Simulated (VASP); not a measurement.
Input of a VASP 6.6.1 run:

File INCAR:

```
ALGO = Normal
EDIFF = 1E-7
EDIFFG = -0.01
ENCUT = 600
GGA = PE
GGA_COMPAT = False
IBRION = 2
ISIF = 3
ISMEAR = 0
LASPH = True
LCHARG = False
LMAXMIX = 6
LREAL = False
LWAVE = False
NELM = 200
NELMIN = 4
NSW = 100
PREC = Accurate
SIGMA = 0.1
```

File KPOINTS:

```
k-points
0
Gamma
  12 12 6
```

File POSCAR:

```
TbBOs
1.0
    3.6387111145      0.0000000000      0.0000000000
   -1.8193555572      3.1512162622      0.0000000000
    0.0000000000      0.0000000000      8.6998361914
Tb B Os
2 2 2
Direct
    0.0000000000      0.0000000000      0.5000000000
    0.0000000000      0.0000000000      0.0000000000
    0.3333333333      0.6666666667      0.2500000000
    0.6666666667      0.3333333333      0.7500000000
    0.3333333333      0.6666666667      0.7500000000
    0.6666666667      0.3333333333      0.2500000000
```

Potentials or basis: VASP PAW PBE potentials, release 64 (Tb_3, B, Os), 4f in core.

Launch:

```sh
$ cat potpaw_PBE.64/Tb_3/POTCAR potpaw_PBE.64/B/POTCAR potpaw_PBE.64/Os/POTCAR > POTCAR
$ mpirun -np 1 vasp_std > vasp.out
```

What does it give for the space group after relaxing (to 0.1 Å)?

P6_3/mmc (No. 194).

What does it give for the relaxed volume?

16.65 Å³/atom.

Estimate the band gap on the k mesh.

zero (bands 20 and 21 overlap by 1.35 eV).

Step by step:
```
step  energy change (eV)  largest force (eV/Å)  pressure (GPa)  volume (Å³)
   1              0.0000                0.0000            0.89        99.76
   2             -0.0050                0.0000           -1.81       101.08
   3             -0.0089                0.0000           -0.76       100.55
   4             -0.0115                0.0000            0.17        99.79
   5             -0.0117                0.0000            0.01        99.91
```

Caveat: spin-orbit coupling is left out, which moves the levels of the heavy elements; the 4f electrons are frozen in the core, so they carry no moment and show no levels. Spin polarisation is off, so any magnetic state and its effect on volume and gap are missing.
